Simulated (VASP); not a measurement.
Crystal: AgBr.

```
Ag Br
1.0
     4.09212    0.00000    0.04146
     0.00000    4.09190    0.00000
    -0.05767    0.00000    5.78353
Ag Br
2 2
Direct
  0.74997 0.75000 0.74998
  0.25003 0.25000 0.25002
  0.24998 0.25000 0.75000
  0.75002 0.75000 0.25000
```

Base run:

- Program: VASP 6.6.1
- Functional: PBE
- Potentials or basis: VASP PAW PBE potentials, release 64 (Ag, Br)
- Cutoff: 500 eV
- k mesh: 6 × 6 × 4
- Occupations: gaussian, width 0.01 eV
- Spin: no spin polarisation

Its results: band gap on the k mesh 0.68 eV; pressure 1.2 GPa.

**Question.** The run is repeated on the same cell with these changes: functional from PBE to r2SCAN; cutoff from 500 eV to 550 eV. What comes out?

**Answer.** Band gap on the k mesh 1.24 eV; pressure -0.1 GPa.

Caveats: the PAW data sets were made with another functional, which shifts forces and pressure a little (at least some runs).

A k mesh can miss the band edges.
